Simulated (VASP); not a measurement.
Input of a VASP 6.6.1 run:

File INCAR:

```
PREC = Accurate
ENCUT = 520
EDIFF = 1E-6
ISMEAR = 0
SIGMA = 0.05
LREAL = False
LASPH = True
NELM = 60
ALGO = Normal
ISIF = 2
LWAVE = False
LCHARG = False
GGA = PS
NBANDS = 28
```

The input KPOINTS:

```
regular mesh
0
Gamma
  12 12 4
```

The input POSCAR:

```
MgPb2N2
1.0
    3.4873361903      0.0000000000      0.0000000000
   -1.7436680952      3.0201217324      0.0000000000
    0.0000000000      0.0000000000      8.7356167348
Mg Pb N
1 2 2
Direct
    0.0000000000      0.0000000000      0.0000000000
    0.6666666667      0.3333333333      0.2865500000
    0.3333333333      0.6666666667      0.7134500000
    0.6666666667      0.3333333333      0.8618210000
    0.3333333333      0.6666666667      0.1381790000
```

Potentials or basis: VASP PAW PBE potentials, release 64 (Mg, Pb_d, N).

Command:

```sh
$ cat potpaw_PBE.64/Mg/POTCAR potpaw_PBE.64/Pb_d/POTCAR potpaw_PBE.64/N/POTCAR > POTCAR
$ mpirun -np 1 vasp_std > vasp.out
```

Question: Predict the largest force.

Answer: 0.391 eV/Å.

Question: Estimate the pressure.

Answer: -3.7 GPa.

Forces on the atoms (eV/Å):
```
Mg   0.000  0.000  0.000
Pb   0.000  0.000  0.391
Pb   0.000  0.000 -0.391
N    0.000  0.000 -0.016
N    0.000  0.000  0.016
```

Caveat: the cell stands under tension; the PAW data sets were made with another functional, which shifts forces and pressure a little.
